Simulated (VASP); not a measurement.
A run of VASP 6.6.1:

File INCAR:

```
SYSTEM = Sr
PREC = Accurate
ENCUT = 600
EDIFF = 1E-7
ISMEAR = -1
SIGMA = 0.1
LREAL = .False.
LASPH = .True.
NELM = 60
ALGO = Normal
ISIF = 3
LWAVE = .False.
LCHARG = .False.
GGA = B5
ALDAX = 1.0
AGGAX = 1.0
AGGAC = 1.0
ALDAC = 0.0
IBRION = 2
NSW = 80
EDIFFG = -0.01
```

The input KPOINTS:

```
regular mesh
0
Gamma
  9 9 9
  0 0 0
```

File POSCAR:

```
Sr
1.0
    0.0000000000      3.0423500000      3.0423500000
    3.0423500000      0.0000000000      3.0423500000
    3.0423500000      3.0423500000      0.0000000000
Sr
1
Direct
    0.0000000000      0.0000000000      0.0000000000
```

Potentials or basis: VASP PAW PBE potentials, release 64 (Sr_sv).

Run with:

```console
$ cat potpaw_PBE.64/Sr_sv/POTCAR > POTCAR
$ mpirun -np 1 vasp_std > vasp.out
```

Hardware: 1 thread of AMD EPYC 7R43 64-Core Processor (Zen 3), with other jobs on the host.

Task: How long does it take, and how much memory?

Result: It took 48 s on 1 thread of AMD EPYC 7R43 64-Core Processor (Zen 3), on a shared host, peak memory 0.17 GiB. Counts: scf iterations 15, k points 35, ion steps 1.
